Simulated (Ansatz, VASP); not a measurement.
**Cu: VASP beside Ansatz**

POSCAR

```
Cu
1.0
    0.0000000000      1.7639655260      1.7639655260
    1.7639655260      0.0000000000      1.7639655260
    1.7639655260      1.7639655260      0.0000000000
Cu
1
Direct
    0.0000000000      0.0000000000      0.0000000000
```

INCAR.step1

```
PREC = Accurate
ENCUT = 520
ISMEAR = -1
SIGMA = 0.1
LREAL = F
LASPH = T
NELM = 100
NBANDS = 12
GGA = PE
ALGO = Normal
EDIFF = 1E-4
LWAVE = T
LCHARG = F
```

Contents of INCAR.step2:

```
PREC = Accurate
ENCUT = 520
EDIFF = 1E-7
ISMEAR = -1
SIGMA = 0.1
LREAL = F
LASPH = T
NELM = 100
ALGO = Normal
ISIF = 2
LWAVE = F
LCHARG = F
METAGGA = R2SCAN
LMIXTAU = T
NBANDS = 12
ISTART = 1
```

Contents of KPOINTS:

```
regular mesh
0
Gamma
  25 25 25
```

Input for Ansatz:

```yaml
crystal:
  lattice:
    - [0.0, 1.763965526, 1.763965526]
    - [1.763965526, 0.0, 1.763965526]
    - [1.763965526, 1.763965526, 0.0]
  atoms:
    - { symbol: Cu, position: [0.0, 0.0, 0.0] }
hamiltonian:
  xc: r2scan
  pseudopotentials:
    kind: paw
    azcp:
      Cu: "pseudopotentials/Cu.paw.azcp"
basis:
  ecutwfc: 500
  fft_grid_basis: typed
kpoints:
  mp_grid: { grid: [25, 25, 25], shift: [0, 0, 0] }
magnetization:
  spin_polarized: false
scf:
  occupations: { method: fermi_dirac, width: 0.1 }
output:
  stress: true
```

Alike in both runs: task single point; functional r2SCAN; k mesh 25 × 25 × 25; occupations fermi-dirac, width 0.1 eV; no spin polarisation.

|  | VASP | Ansatz |
| --- | --- | --- |
| version | VASP 6.6.1 | Ansatz 0.2.0 |
| potentials or method | VASP PAW PBE potentials, release 64 (Cu), cutoff 520 eV | plane waves (500 eV) with PAW, scalar-relativistic |
| valence electrons in the cell | 11 | 19 |

|  | VASP | Ansatz | Ansatz less VASP |
| --- | --- | --- | --- |
| pressure (GPa) | 8.1 | 7.4 | -0.68 |

VASP's potentials were made for PBE, not for r2SCAN. VASP's potentials hold 11 valence electrons a cell and Ansatz's 19, so a difference there can come from the potentials and not from the codes.
